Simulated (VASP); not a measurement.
Input of a VASP 6.6.1 run:

Contents of INCAR:

```
SYSTEM = As
  PREC = Accurate
  ENCUT = 600
  EDIFF = 1E-7
  ISMEAR = -1
  SIGMA = 0.05
  LREAL = .False.
  LASPH = .True.
  NELM = 80
  ALGO = Normal
  ISIF = 3
  LWAVE = .False.
  LCHARG = .False.
  GGA = PE
  IBRION = 2
  NSW = 60
  EDIFFG = -0.005
  PSTRESS = 1200.0
```

File KPOINTS:

```
regular mesh
0
Gamma
  16 16 16
  0 0 0
```

Contents of POSCAR:

```
As
1.0
    2.2886947030      0.0000000000      0.0000000000
    0.0000000000      2.2886947030      0.0000000000
    0.0000000000      0.0000000000      2.2886947030
As
1
Direct
    0.0000000000      0.0000000000      0.0000000000
```

Potentials or basis: VASP PAW PBE potentials, release 64 (As).

Command:

```sh
$ cat potpaw_PBE.64/As/POTCAR > POTCAR
$ mpirun -np 1 vasp_std > vasp.out
```

Problem. What does it give for the space group after relaxing (to 0.05 Å)?

Solution. Pm-3m (No. 221).

Problem. Estimate the relaxed cell.

Solution. a = 2.312 Å, b = 2.312 Å, c = 2.312 Å, α = 90.00°, β = 90.00°, γ = 90.00°.

Problem. Estimate the relaxed volume.

Solution. 12.35 Å³/atom.

Final structure:
```
CELL_PARAMETERS angstrom
2.31155 0.00000 0.00000
0.00000 2.31155 0.00000
0.00000 0.00000 2.31155
ATOMIC_POSITIONS crystal
As 0.00000 0.00000 0.00000
```

Caveat: the cell is relaxed towards a set pressure, so the enthalpy falls and the energy may rise.
